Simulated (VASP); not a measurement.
Write the native input for VASP 6.6.1 that does the following.

| Property | Result |
| --- | --- |
| Task | single point |
| Functional | PBE |
| Potentials or basis | VASP PAW PBE potentials, release 64 (Ga_d, O) |
| Cutoff | 520 eV |
| k mesh | 11 × 11 × 11 |
| Occupations | fermi-dirac, width 0.0612256 eV |
| Spin | no spin polarisation |
| Dipole correction | no |
| Further INCAR settings | ALGO = Normal; EDIFF = 1e-06; NBANDS = 69 |

The structure of Ga2O5 (cubic X2O5 type) lies in POSCAR:

```
Ga2O5
1.0
    5.1725268731      0.0000000000      0.0000000000
    0.0000000000      5.1725268731      0.0000000000
    0.0000000000      0.0000000000      5.1725268731
Ga O
4 10
Direct
    0.0000000000      0.0000000000      0.0000000000
    0.5000000000      0.5000000000      0.0000000000
    0.5000000000      0.0000000000      0.5000000000
    0.0000000000      0.5000000000      0.5000000000
    0.5000000000      0.0000000000      0.0000000000
    0.0000000000      0.5000000000      0.0000000000
    0.0000000000      0.0000000000      0.5000000000
    0.5000000000      0.5000000000      0.5000000000
    0.7500000000      0.7500000000      0.2500000000
    0.7500000000      0.2500000000      0.7500000000
    0.2500000000      0.7500000000      0.7500000000
    0.7500000000      0.2500000000      0.2500000000
    0.2500000000      0.7500000000      0.2500000000
    0.2500000000      0.2500000000      0.7500000000
```

These files were run (other wordings do the same):

INCAR

```
SYSTEM = Ga2O5
ALGO     = Normal         ! electronic algorithm
EDIFF    = 1E-6           ! SCF threshold, eV
ENCUT    = 520            ! plane-wave cutoff, eV
GGA      = PE             ! functional
ISIF     = 2              ! what is computed and relaxed
ISMEAR   = -1             ! smearing method
LASPH    = .TRUE.         ! aspherical terms in the spheres
LCHARG   = .TRUE.         ! write CHGCAR
LELF     = .TRUE.         ! ELF
LREAL    = .FALSE.        ! projectors in reciprocal space
LVHAR    = .TRUE.       
LWAVE    = .FALSE.        ! write WAVECAR
NBANDS   = 69             ! bands
NELM     = 80             ! most SCF steps
PREC     = Accurate       ! precision mode
SIGMA    = 0.06122561905347299 ! smearing width, eV
```

KPOINTS

```
k-points
0
G
  11 11 11
  0 0 0
```

Potentials or basis: VASP PAW PBE potentials, release 64 (Ga_d, O).

The run is started by

```console
$ cat potpaw_PBE.64/Ga_d/POTCAR potpaw_PBE.64/O/POTCAR > POTCAR
$ mpirun -np 1 vasp_std > vasp.out
```

Results of the run:

* Pressure: -2.6 GPa
* Band gap on the k mesh: zero (bands 56 and 57 overlap by 0.41 eV)

It took 14 min on 1 thread of Intel Xeon 8259CL, on a shared host, peak memory 0.49 GiB.
